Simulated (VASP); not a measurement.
Wanted: the native input for a VASP 6.6.1 run.

- Task: single point
- Functional: r2SCAN
- Potentials or basis: VASP PAW PBE potentials, release 64 (Pd, Pt, S)
- Cutoff: 520 eV
- k mesh: 6 × 6 × 4
- Occupations: gaussian, width 0.02 eV
- Spin: no spin polarisation
- Dipole correction: no
- Further INCAR settings: ALGO = Normal; EDIFF = 1e-07; NBANDS = 56

The system is PdPt3S8.

```xyz
12
Lattice="7.1444 0.0000 0.0000 -3.5722 6.1872 0.0000 0.0000 0.0000 6.4599" Properties=species:S:1:pos:R:3 pbc="T T T"
Pd    0.0000    0.0000    0.0000
Pt   -1.7861    3.0936    0.0000
Pt    1.7861    3.0936    0.0000
Pt    3.5722    0.0000    0.0000
S     0.0000    4.1248    5.2294
S     1.7910    1.0340    5.2294
S     3.5722    4.1192    5.2294
S     5.3534    1.0340    5.2294
S    -1.7812    5.1532    1.2305
S     0.0000    2.0680    1.2305
S     1.7812    5.1532    1.2305
S     3.5722    2.0624    1.2306
```

These files were run (other wordings do the same):

POSCAR

```
PdPt3S8
1.0
    7.1443838201      0.0000000000      0.0000000000
   -3.5721919100      6.1872178826      0.0000000000
    0.0000000000      0.0000000000      6.4599378000
Pd Pt S
1 3 8
Direct
    0.0000000000      0.0000000000      0.0000000000
    0.0000000000      0.5000000000      0.0000000000
    0.5000000000      0.5000000000      0.0000000000
    0.5000000000      0.0000000000      0.0000000000
    0.3333333333      0.6666666667      0.8095100000
    0.3342440000      0.1671220000      0.8095150000
    0.8328780000      0.6657560000      0.8095150000
    0.8328780000      0.1671220000      0.8095150000
    0.1671220000      0.8328780000      0.1904850000
    0.1671220000      0.3342440000      0.1904850000
    0.6657560000      0.8328780000      0.1904850000
    0.6666666667      0.3333333333      0.1904900000
```

INCAR.step1

```
PREC     = Accurate       # precision mode
ENCUT    = 520            # plane-wave cutoff, eV
ISMEAR   = 0              # smearing method
SIGMA    = 0.02           # smearing width, eV
LREAL    = False          # projectors in reciprocal space
LASPH    = True           # aspherical terms in the spheres
NELM     = 60             # most SCF steps
NBANDS   = 56             # bands
GGA      = PE             # functional
ALGO     = Normal         # electronic algorithm
EDIFF    = 1E-4           # SCF threshold, eV
LWAVE    = True           # write WAVECAR
LCHARG   = False          # write CHGCAR
```

INCAR.step2

```
PREC     = Accurate       # precision mode
ENCUT    = 520            # plane-wave cutoff, eV
EDIFF    = 1E-7           # SCF threshold, eV
ISMEAR   = 0              # smearing method
SIGMA    = 0.02           # smearing width, eV
LREAL    = False          # projectors in reciprocal space
LASPH    = True           # aspherical terms in the spheres
NELM     = 60             # most SCF steps
ALGO     = Normal         # electronic algorithm
ISIF     = 2              # what is computed and relaxed
LWAVE    = False          # write WAVECAR
LCHARG   = False          # write CHGCAR
METAGGA  = R2SCAN         # meta-GGA
LMIXTAU  = True         
NBANDS   = 56             # bands
ISTART   = 1
```

KPOINTS

```
Automatic mesh
0
Gamma
  6 6 4
```

Potentials or basis: VASP PAW PBE potentials, release 64 (Pd, Pt, S).

The run is started by

```console
$ cat potpaw_PBE.64/Pd/POTCAR potpaw_PBE.64/Pt/POTCAR potpaw_PBE.64/S/POTCAR > POTCAR
$ cp INCAR.step1 INCAR
$ mpirun -np 1 vasp_std > vasp.out
$ cp INCAR.step2 INCAR
$ mpirun -np 1 vasp_std > vasp.out
```

It gave:

The pressure is -2.0 GPa and the largest force is 0.091 eV/Å. The band gap on the k mesh is 1.23 eV (least direct gap 1.37 eV).

Caveat: the PAW data sets were made with another functional, which shifts forces and pressure a little; spin-orbit coupling is left out, which moves the levels of the heavy elements.

Wall time 23 min on 1 thread of AMD EPYC 9R14 (Zen 4) (shared host), peak memory 0.57 GiB.
